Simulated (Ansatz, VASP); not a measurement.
Two plane-wave programs on As

File INCAR:

```
SYSTEM = As
PREC = Accurate
ENCUT = 520
EDIFF = 1E-6
ISMEAR = 0
SIGMA = 0.012
LREAL = .FALSE.
LASPH = .TRUE.
NELM = 80
ALGO = Normal
ISIF = 2
LWAVE = .FALSE.
LCHARG = .TRUE.
GGA = PE
LELF = .TRUE.
LVHAR = .TRUE.
NBANDS = 12
```

The input KPOINTS:

```
Automatic mesh
0
G
  7 7 9
  0 0 0
```

File POSCAR:

```
As
1.0
    4.5664000000      0.0000000000      0.0000000000
   -2.2832000000      3.9546200000      0.0000000000
    0.0000000000      0.0000000000      2.8337400000
As
2
Direct
    0.3333300000      0.6666700000      0.0000000000
    0.6666700000      0.3333300000      0.0000000000
```

Contents of input.yaml:

```yaml
crystal:
  lattice:
    - [4.5664, 0.0, 0.0]
    - [-2.2832, 3.95462, 0.0]
    - [0.0, 0.0, 2.83374]
  atoms:
    - { symbol: As, position: [0.33333, 0.66667, 0.0] }
    - { symbol: As, position: [0.66667, 0.33333, 0.0] }
hamiltonian:
  xc: pbe
  pseudopotentials: { kind: paw }
kpoints:
  mp_grid: { grid: [7, 7, 9] }
scf:
  occupations: { method: gaussian, width: 0.012 }
output:
  forces: true
  stress: true
  eigenvalues: true
```

Alike in both runs: task single point; functional PBE; k mesh 7 × 7 × 9; occupations gaussian, width 0.012 eV; no spin polarisation.

```csv
,VASP,Ansatz
version,VASP 6.6.1,Ansatz 0.2.0
potentials or method,"VASP PAW PBE potentials, release 64 (As)",Ansatz PAW
plane-wave cutoff (eV),520,420
valence electrons in the cell,10,30
```

|  | VASP | Ansatz | Ansatz less VASP |
| --- | --- | --- | --- |
| gap on the k mesh at the Fermi level (eV) | none | none | - |
| pressure (GPa) | 0.1 | -0.1 | -0.13 |
| traceless stress, the component that is largest in VASP (GPa) | 1.98 | 2.02 | +0.047 |

A gap of «none» marks a metal or a gap that the smearing closes. With one functional, cell and mesh, what is left measures potentials, basis and numerics. VASP's potentials hold 10 valence electrons a cell and Ansatz's 30, so a difference there can come from the potentials and not from the codes.
